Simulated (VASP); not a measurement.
Here is a VASP 6.6.1 calculation.

INCAR

```
SYSTEM = HfSi2O6
PREC = Accurate
ENCUT = 520
EDIFF = 1E-6
ISMEAR = 0
SIGMA = 0.02
LREAL = .FALSE.
LASPH = .TRUE.
NELM = 80
ALGO = Normal
ISIF = 2
LWAVE = .FALSE.
LCHARG = .TRUE.
GGA = PE
LELF = .TRUE.
LVHAR = .TRUE.
NBANDS = 37
```

Contents of KPOINTS:

```
regular mesh
0
G
  12 12 4
  0 0 0
```

POSCAR

```
HfSi2O6
1.0
    3.5651371217      0.0000000000      0.0000000000
   -1.7825685609      3.0874993154      0.0000000000
    0.0000000000      0.0000000000      7.4710025319
Hf Si O
1 2 6
Direct
    0.0000000000      0.0000000000      0.5000000000
    0.3333333333      0.6666666667      0.1490446628
    0.6666666667      0.3333333333      0.8509553372
    0.0000000000      0.0000000000      0.2161291985
    0.6666666667      0.3333333333      0.6069412845
    0.3333333333      0.6666666667      0.9188698787
    0.3333333333      0.6666666667      0.3930587155
    0.0000000000      0.0000000000      0.7838708015
    0.6666666667      0.3333333333      0.0811301213
```

Potentials or basis: VASP PAW PBE potentials, release 64 (Hf_pv, Si, O).

Command:

```bash
$ cat potpaw_PBE.64/Hf_pv/POTCAR potpaw_PBE.64/Si/POTCAR potpaw_PBE.64/O/POTCAR > POTCAR
$ mpirun -np 1 vasp_std > vasp.out
```

(1) What does it give for the pressure?

(2) Predict the band gap on the k mesh.

(3) Predict the largest force.

Results:

(1) -1.3 GPa.

(2) 1.88 eV.

(3) 0.141 eV/Å.

Caveat: spin-orbit coupling is left out, which moves the levels of the heavy elements.
